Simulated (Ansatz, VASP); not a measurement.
# One calculation of Te2Mo, two programs

```
Te Mo
1.0
     3.50382    0.00000    0.00000
    -1.75191    3.03440    0.00000
     0.00000    0.00000   33.27028
Te Mo
2 1
Cartesian
  0.0000 2.0229 14.8181
  0.0000 2.0229 18.4521
  1.7519 1.0115 16.6351
```

Alike in both runs: task single point; functional r2SCAN; k mesh 9 × 9 × 1; occupations gaussian, width 0.02 eV; no spin polarisation.

|  | VASP | Ansatz |
| --- | --- | --- |
| version | VASP 6.6.1 | Ansatz 0.2.0 |
| potentials or method | VASP PAW PBE potentials, release 64 (Te, Mo_sv), cutoff 520 eV | scalar-relativistic, plane waves, PAW |
| valence electrons in the cell | 26 | 46 |

```csv
,VASP,Ansatz,Ansatz less VASP
gap on the k mesh at the Fermi level (eV),1.27,1.27,-0.002
least direct gap on the mesh (eV),1.27,1.27,-0.002
rms of the force components (eV/Å),0.034,0.045,+0.0114
```

VASP's potentials were made for PBE, not for r2SCAN. VASP's potentials hold 26 valence electrons a cell and Ansatz's 46, so a difference there can come from the potentials and not from the codes.

Neither program's run includes spin-orbit coupling.
